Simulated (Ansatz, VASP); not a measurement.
TaRu2: VASP beside Ansatz

```xyz
3
Lattice="-1.5657 1.5657 4.7905 1.5657 -1.5657 4.7905 1.5657 1.5657 -4.7905" Properties=species:S:1:pos:R:3 pbc="T T T"
Ta    0.0000    0.0000    4.7905
Ru    0.0000    0.0000    8.1052
Ru    0.0000    0.0000    1.4757
```

Alike in both runs: functional PBE; k mesh 20 × 20 × 20; occupations gaussian, width 0.1 eV; no spin polarisation.

Ansatz relaxed the structure, and its values are those at the end. VASP's run is a single point on that final structure, the one shown.

|  | VASP | Ansatz |
| --- | --- | --- |
| version | VASP 6.6.1 | Ansatz 0.2.0 |
| potentials or method | VASP PAW PBE potentials, release 64 (Ta_pv, Ru_pv), cutoff 520 eV | scalar-relativistic, plane waves, PAW |
| valence electrons in the cell | 39 | 45 |

Ansatz gave:

```
gap on the k mesh at the Fermi level (eV) : none
pressure (GPa)                            : 0.0
rms of the force components (eV/Å)        : 0.000
```

Which values does VASP return?

gap on the k mesh at the Fermi level (eV): none; pressure (GPa): 0.1; rms of the force components (eV/Å): 0.012.

A gap of «none» marks a metal or a gap that the smearing closes. VASP's potentials hold 39 valence electrons a cell and Ansatz's 45, so a difference there can come from the potentials and not from the codes.

Spin-orbit coupling is off throughout.
